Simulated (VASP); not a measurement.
# Bi2Te3 (R-3m) in VASP: notebook

The runs below take Bi2Te3 through single point, with PBE, PBEsol+D3(BJ).

Everything below comes from runs of VASP 6.6.1. Logs are shortened: lines on timing, memory, paths and dates and some standing lists are left out, and cuts for length are marked.

**Measured values to compare with.**

“Vacancy and Antisite-Induced Ferromagnetism in Liquid-Phase Exfoliated Bi2Te3”, 2024, arxiv:2412.10539 quotes, for a bulk crystal of Bi2Te3: band gap 0.17 eV.

How close the calculation comes is told below.

**1. The cell of the first run**

Symmetry: R-3m, No. 166, trigonal system. Conventional cell: a = 4.448 Å, b = 4.448 Å, c = 31.947 Å, α = 90.00°, β = 90.00°, γ = 120.00°. Bi (site symmetry 3m) has 6 Te at 3.09 to 3.29 Å within 4.1 Å. Te (site symmetry 3m) has 3 Bi at 3.09 Å and 3 Te at 4.03 Å within 4.1 Å. Te (site symmetry -3m) has 6 Bi at 3.29 Å and 12 Te at 4.45 to 4.56 Å within 4.6 Å.

**2. Single point, PBE**

INCAR reads:

```
PREC = Accurate
ENCUT = 520
EDIFF = 1E-6
ISMEAR = -1
SIGMA = 0.05
LREAL = F
LASPH = T
NELM = 60
ALGO = Normal
ISIF = 2
LWAVE = F
LCHARG = F
GGA = PE
NBANDS = 32
```

KPOINTS reads:

```
Automatic mesh
0
Gamma
  7 7 7
```

POSCAR reads:

```
Bi2Te3
1.0
    2.2242469587      1.2841695803     10.6489684640
   -2.2242469587      1.2841695803     10.6489684640
    0.0000000000     -2.5683391607     10.6489684640
Bi Te
2 3
Direct
    0.6024029828      0.6024029828      0.6024029828
    0.3975970172      0.3975970172      0.3975970172
    0.7847936994      0.7847936994      0.7847936994
    0.2152063006      0.2152063006      0.2152063006
    0.0000000000      0.0000000000      0.0000000000
```

Potentials or basis: VASP PAW PBE potentials, release 64 (Bi_d, Te).

Run with:

```bash
$ cat potpaw_PBE.64/Bi_d/POTCAR potpaw_PBE.64/Te/POTCAR > POTCAR
$ mpirun -np 1 vasp_std > vasp.out
```

OUTCAR:

```text
PREC = Accurate
   ENCUT = 520
   EDIFF = 1E-6
   ISMEAR = -1
   LREAL = F
   LASPH = T
   NELM = 60
   ISIF = 2
   GGA = PE

 ion  position               nearest neighbor table
   1  0.602  0.602  0.602-   4 3.09   4 3.09   4 3.09   5 3.29   5 3.29   5 3.29
   2  0.398  0.398  0.398-   3 3.09   3 3.09   3 3.09   5 3.29   5 3.29   5 3.29
   3  0.785  0.785  0.785-   2 3.09   2 3.09   2 3.09
   4  0.215  0.215  0.215-   1 3.09   1 3.09   1 3.09
   5  0.000  0.000  0.000-   1 3.29   2 3.29   1 3.29   1 3.29   2 3.29   2 3.29

  LATTYP: Found a trigonal (rhomboedric) cell.
 ALAT       =    10.9543094438
 COS(alpha) =     0.9175432911

  Lattice vectors:

 A1 = (   2.2242469587,   1.2841695803,  10.6489684640)
 A2 = (  -2.2242469587,   1.2841695803,  10.6489684640)
 A3 = (   0.0000000000,  -2.5683391607,  10.6489684640)

Analysis of symmetry for initial positions (statically):
=====================================================================
 Subroutine PRICEL returns:
 Original cell was already a primitive cell.

 Routine SETGRP: Setting up the symmetry group for a
 trigonal (rhombohedral) supercell.

 Subroutine GETGRP returns: Found 12 space group operations
 (whereof 12 operations were pure point group operations)
 out of a pool of 12 trial point group operations.

The static configuration has the point symmetry D_3d.

Analysis of symmetry for dynamics (positions and initial velocities):
=====================================================================
 Subroutine PRICEL returns:
 Original cell was already a primitive cell.

 Routine SETGRP: Setting up the symmetry group for a
 trigonal (rhombohedral) supercell.

 Subroutine GETGRP returns: Found 12 space group operations
 (whereof 12 operations were pure point group operations)
 out of a pool of 12 trial point group operations.

The dynamic configuration has the point symmetry D_3d.

 Subroutine INISYM returns: Found 12 space group operations
 (whereof 12 operations are pure point group operations),
 and found     1 'primitive' translations

----------------------------------------------------------------------------------------

                                     Primitive cell

  volume of cell :     182.5005

  direct lattice vectors                    reciprocal lattice vectors
     2.224246959  1.284169580 10.648968464     0.224795182  0.129785559  0.031301936
    -2.224246959  1.284169580 10.648968464    -0.224795182  0.129785559  0.031301936
     0.000000000 -2.568339161 10.648968464     0.000000000 -0.259571118  0.031301936

  length of vectors
    10.954309444 10.954309444 10.954309444     0.261451671  0.261451671  0.261451671

  position of ions in fractional coordinates (direct lattice)
     0.602402983  0.602402983  0.602402983
     0.397597017  0.397597017  0.397597017
     0.784793699  0.784793699  0.784793699
     0.215206301  0.215206301  0.215206301
     0.000000000  0.000000000  0.000000000

  ion indices of the primitive-cell ions
   primitive index   ion index
                 1           1
                 2           2
                 3           3
                 4           4
                 5           5

----------------------------------------------------------------------------------------

 KPOINTS: Automatic mesh

Automatic generation of k-mesh.
 Grid dimensions read from file:
 generate k-points for:    7    7    7

 Generating k-lattice:

  Cartesian coordinates                     Fractional coordinates (reciprocal lattice)
     0.032113597  0.018540794  0.004471705     0.142857143  0.000000000  0.000000000
    -0.032113597  0.018540794  0.004471705     0.000000000  0.142857143  0.000000000
     0.000000000 -0.037081588  0.004471705     0.000000000  0.000000000  0.142857143

  Length of vectors
     0.037350239  0.037350239  0.037350239

  Shift w.r.t. Gamma in fractional coordinates (k-lattice)
     0.000000000  0.000000000  0.000000000

 Subroutine IBZKPT returns following result:
 ===========================================

 Found     44 irreducible k-points:

 Following reciprocal coordinates:
            Coordinates               Weight
  0.000000  0.000000  0.000000      1.000000
  0.142857  0.000000  0.000000      6.000000
  0.285714 -0.000000  0.000000      6.000000
  0.428571 -0.000000  0.000000      6.000000
  0.142857  0.142857  0.000000      6.000000
  0.285714  0.142857 -0.000000     12.000000
[... 16 lines left out ...]
  0.285714  0.285714  0.142857      6.000000
  0.428571  0.285714  0.142857     12.000000
 [... further k-points ...]
   k-points           NKPTS =     44   k-points in BZ     NKDIM =     44   number of bands    NBANDS=     32
   number of dos      NEDOS =    301   number of ions     NIONS =      5
   total plane-waves  NPLWV = 592704
   dimension x,y,z NGX =    84 NGY =   84 NGZ =   84
   dimension x,y,z NGXF=   168 NGYF=  168 NGZF=  168
   ions per type =               2   3
   NGX,Y,Z   is equivalent  to a cutoff of  12.75, 12.75, 12.75 a.u.
   NGXF,Y,Z  is equivalent  to a cutoff of  25.50, 25.50, 25.50 a.u.
 SYSTEM =  unknown system
   PREC   = accura    normal or accurate (medium, high low for compatibility)
   ISTART =      0    job   : 0-new  1-cont  2-samecut
   ICHARG =      2    charge: 1-file 2-atom 10-const
   ISPIN  =      1    spin polarized calculation?
   LNONCOLLINEAR =      F non collinear calculations
   LSORBIT =      F    spin-orbit coupling
   LASPH  =      T    aspherical Exc in radial PAW
   ENCUT  =  520.0 eV  38.22 Ry    6.18 a.u.  20.37 20.37 20.37*2*pi/ulx,y,z
   NELM   =     60;   NELMIN=  2; NELMDL= -5     # of ELM steps
   EDIFF  = 0.1E-05   stopping-criterion for ELM
   LREAL  =      F    real-space projection
   EDIFFG = 0.1E-04   stopping-criterion for IOM
   NSW    =      0    number of steps for IOM
   IBRION =     -1    ionic relax: 0-MD 1-quasi-New 2-CG
   NFREE  =      0    steps in history (QN), initial steepest desc. (CG)
   ISIF   =      2    stress and relaxation
   ISYM   =      2    0-nonsym 1-usesym 2-fastsym
   POTIM  = 0.5000    time-step for ionic-motion
   TEBEG  =    0.0;   TEEND  =   0.0 temperature during run
   PSTRESS=    0.0 pullay stress
   NELECT =      48.0000    total number of electrons
   NUPDOWN=      -1.0000    fix difference up-down
   EMIN   =  10.00;   EMAX   =-10.00  energy-range for DOS
   EFERMI =   0.00;   METHOD = LEGACY
   ISMEAR =    -1;   SIGMA  =   0.05  broadening in eV -4-tet -1-fermi 0-gaus
   EFERMI_NEDOS =   21; number of points for ismear=-14 and -15
   IALGO  =     38    algorithm
   IMIX   =      4    mixing-type and parameters
     AMIX     =   0.40;   BMIX     =  1.00
     AMIX_MAG =   1.60;   BMIX_MAG =  1.00
  volume/ion in A,a.u.               =      36.50       246.31
  Fermi-wavevector in a.u.,A,eV,Ry     =   1.048899  1.982133 14.968994  1.100190
  Thomas-Fermi vector in A             =   2.183840
   LORBIT       =      0    0 simple, 1 ext, 2 COOP (PROOUT), +10 PAW based schemes
   GGA     = PE    functional components
[... 5 lines left out ...]
 non-spin polarized calculation
  energy-cutoff  :      520.00
  volume of cell :      182.50
 maximum number of plane-waves:      4940
 NGX is ok and might be reduce to    84
   NGX = 41   NGY = 41   NGZ = 41

 number of electron      47.9999997 magnetization

 Free energy of the ion-electron system (eV)
  ---------------------------------------------------
  ext. energy  EPLUGINS =         0.00000000
  ---------------------------------------------------
  free energy    TOTEN  =       -18.40003508 eV

  energy without entropy =      -18.39996841  energy(sigma->0) =      -18.40000174

 E-fermi :   5.3631     XC(G=0):  -8.9510

 val. band max:        5.0985164045   @ k =   0.0000   0.0000   0.0000
 cond. band min:       5.5933631195   @ k =   0.0000   0.0000   0.0000
 fundamental gap:      0.4948467150
 Fermi energy:         5.3630712436

 k-point     1 :       0.0000    0.0000    0.0000
  band No.  band energies     occupation
      1     -17.8536      2.00000
      2     -17.8536      2.00000
      3     -17.8524      2.00000
      4     -17.8524      2.00000
      5     -17.8483      2.00000
      6     -17.8472      2.00000
[... 24 lines left out ...]
     31      10.2951      0.00000
     32      11.1494      0.00000

 k-point     2 :       0.1429    0.0000    0.0000
  band No.  band energies     occupation
      1     -17.8548      2.00000
      2     -17.8535      2.00000
      3     -17.8518      2.00000
      4     -17.8507      2.00000
      5     -17.8472      2.00000
      6     -17.8462      2.00000
[... 24 lines left out ...]
     31       9.9269      0.00000
     32      10.5141      0.00000

 k-point     3 :       0.2857   -0.0000    0.0000
  band No.  band energies     occupation
      1     -17.8582      2.00000
      2     -17.8566      2.00000
      3     -17.8492      2.00000
      4     -17.8480      2.00000
      5     -17.8478      2.00000
      6     -17.8461      2.00000
[... 24 lines left out ...]
     31       9.2307      0.00000
     32      10.9671      0.00000

 k-point     4 :       0.4286   -0.0000    0.0000
  band No.  band energies     occupation
      1     -17.8613      2.00000
      2     -17.8593      2.00000
      3     -17.8494      2.00000
      4     -17.8489      2.00000
      5     -17.8474      2.00000
      6     -17.8467      2.00000
[... 24 lines left out ...]
     31       9.0169      0.00000
     32      10.4927      0.00000

 k-point     5 :       0.1429    0.1429    0.0000
  band No.  band energies     occupation
      1     -17.8548      2.00000
      2     -17.8535      2.00000
      3     -17.8518      2.00000
      4     -17.8507      2.00000
      5     -17.8472      2.00000
      6     -17.8462      2.00000
[... 584 lines left out ...]
     31       8.9060      0.00000
     32      10.6037      0.00000

 k-point    22 :      -0.1429    0.1429    0.1429
  band No.  band energies     occupation
      1     -17.8582      2.00000
      2     -17.8566      2.00000
      3     -17.8492      2.00000
      4     -17.8480      2.00000
      5     -17.8478      2.00000
      6     -17.8461      2.00000
[... 24 lines left out ...]
     31       9.1554      0.00000
     32      10.9916      0.00000

 k-point    23 :       0.2857    0.2857    0.1429
  band No.  band energies     occupation
      1     -17.8548      2.00000
      2     -17.8535      2.00000
      3     -17.8518      2.00000
      4     -17.8506      2.00000
      5     -17.8472      2.00000
      6     -17.8462      2.00000
[... 24 lines left out ...]
     31      10.0809      0.00000
     32      10.4723      0.00000

 k-point    24 :       0.4286    0.2857    0.1429
  band No.  band energies     occupation
      1     -17.8562      2.00000
      2     -17.8551      2.00000
      3     -17.8499      2.00000
      4     -17.8498      2.00000
      5     -17.8463      2.00000
      6     -17.8463      2.00000
[... 24 lines left out ...]
     31       9.9179      0.00000
     32      10.0095      0.00000

 [... further k-points ...]

------------------------ aborting loop because EDIFF is reached ----------------------------------------

  FORCE on cell =-STRESS in cart. coord.  units (eV):
  Direction    XX          YY          ZZ          XY          YZ          ZX
  --------------------------------------------------------------------------------------
  -------------------------------------------------------------------------------------
  Total       -0.0216631     -0.0216631     -0.0136235      0.0000000      0.0000000      0.0000000
  in kB       -0.1901810     -0.1901810     -0.1196013      0.0000000      0.0000000      0.0000000
  external PRESSURE =      -0.1666544 kB  Pullay stress =       0.0000000 kB

 VOLUME and BASIS-vectors are now :
 -----------------------------------------------------------------------------
  energy-cutoff  :      520.00
  volume of cell :      182.50
      direct lattice vectors                 reciprocal lattice vectors
     2.224246959  1.284169580 10.648968464     0.224795182  0.129785559  0.031301936
    -2.224246959  1.284169580 10.648968464    -0.224795182  0.129785559  0.031301936
     0.000000000 -2.568339161 10.648968464     0.000000000 -0.259571118  0.031301936

 POSITION                                       TOTAL-FORCE (eV/Angst)
 -----------------------------------------------------------------------------------
      0.00000     -0.00000     19.24491        -0.000000     -0.000000      0.008847
      0.00000     -0.00000     12.70199        -0.000000      0.000000     -0.008847
      0.00000     -0.00000     25.07173        -0.000000     -0.000000      0.009289
      0.00000     -0.00000      6.87518        -0.000000      0.000000     -0.009289
      0.00000      0.00000      0.00000         0.000000      0.000000      0.000000
 -----------------------------------------------------------------------------------
    total drift:                               -0.000000      0.000000      0.000000

  FREE ENERGIE OF THE ION-ELECTRON SYSTEM (eV)
  ---------------------------------------------------
  free  energy   TOTEN  =       -18.4000350782 eV

  energy  without entropy=      -18.3999684069  energy(sigma->0) =      -18.40000174
```

It took 30 min on 1 thread of Intel Xeon Platinum 8259CL at 2.50GHz (Skylake/Cascade Lake), shared host; peak memory 1.2 GiB.

Results:

```
Free energy            : -18.4000 eV
Pressure               : 0.0 GPa
Largest force          : 0.009 eV/Å
Band gap on the k mesh : 0.49 eV
```

Forces on the atoms (eV/Å):
```
Bi   0.000  0.000  0.009
Bi   0.000  0.000 -0.009
Te   0.000  0.000  0.009
Te   0.000  0.000 -0.009
Te   0.000  0.000  0.000
```

Levels at points of the mesh, in eV from the valence-band top:
| k point | band 22 | band 23 | band 24 | band 25 | band 26 | band 27 |
| --- | --- | --- | --- | --- | --- | --- |
| (0.00, 0.00, 0.00) | -0.62 | -0.62 | 0.00 | 0.49 | 1.07 | 1.07 |

Caveat: spin-orbit coupling is left out, which moves the levels of the heavy elements.

**3. Single point, PBEsol+D3(BJ)**

This run uses another cell than the first one, of 31.84 Å³/atom.

INCAR reads:

```
  PREC = Accurate
  ENCUT = 520
  EDIFF = 1E-6
  ISMEAR = -1
  SIGMA = 0.05
  LREAL = False
  LASPH = True
  NELM = 60
  ALGO = Normal
  ISIF = 2
  LWAVE = False
  LCHARG = False
  GGA = PS
  IVDW = 12
  NBANDS = 32
```

KPOINTS reads:

```
regular mesh
0
Gamma
  7 7 7
```

POSCAR reads:

```
Bi2Te3
1.0
    2.1573986363      1.2455746834      9.8724939694
   -2.1573986363      1.2455746834      9.8724939694
    0.0000000000     -2.4911493669      9.8724939694
Bi Te
2 3
Direct
    0.5992848739      0.5992848739      0.5992848739
    0.4007151261      0.4007151261      0.4007151261
    0.7926539484      0.7926539484      0.7926539484
    0.2073460516      0.2073460516      0.2073460516
    0.0000000000      0.0000000000      0.0000000000
```

Potentials or basis: VASP PAW PBE potentials, release 64 (Bi_d, Te).

Run with:

```bash
$ cat potpaw_PBE.64/Bi_d/POTCAR potpaw_PBE.64/Te/POTCAR > POTCAR
$ mpirun -np 1 vasp_std > vasp.out
```

Run time: 12 min. Hardware: 1 thread of Intel Xeon 6975P-C (Granite Rapids), shared host; peak memory 0.96 GiB.

It converged, with:

- Free energy: -22.5666 eV
- Pressure: 0.0 GPa
- Largest force: 0.015 eV/Å
- Band gap on the k mesh: 0.17 eV
- Dispersion energy per atom: -0.466 eV

Forces on the atoms (eV/Å):
```
Bi   0.000  0.000  0.004
Bi   0.000  0.000 -0.004
Te   0.000  0.000  0.015
Te   0.000  0.000 -0.015
Te   0.000  0.000  0.000
```

Levels at points of the mesh, in eV from the valence-band top:
```tsv
k point	band 22	band 23	band 24	band 25	band 26	band 27
(0.00, 0.00, 0.00)	-0.99	-0.99	0.00	0.17	0.43	0.43
```

Caveat: the PAW data sets were made with another functional, which shifts forces and pressure a little; spin-orbit coupling is left out, which moves the levels of the heavy elements.

**4. How close it comes**

Step 2. Against the measured gap of Bi2Te3, 0.17 eV (quoted in “Vacancy and Antisite-Induced Ferromagnetism in Liquid-Phase Exfoliated Bi2Te3”, 2024, arxiv:2412.10539), the calculated 0.49 eV is off by +0.32 eV. Spin-orbit coupling on Bi, Te is left out. The value is that of PBE on a finite k mesh, which can miss the band edges, without temperature or zero-point motion.

Step 3. Against the measured gap of Bi2Te3, 0.17 eV (quoted in “Vacancy and Antisite-Induced Ferromagnetism in Liquid-Phase Exfoliated Bi2Te3”, 2024, arxiv:2412.10539), the calculated 0.17 eV is off by 0.00 eV. Spin-orbit coupling on Bi, Te is left out. The value is that of PBEsol+D3(BJ) on a finite k mesh, which can miss the band edges, without temperature or zero-point motion. Semilocal functionals fall short of measured gaps as a rule.
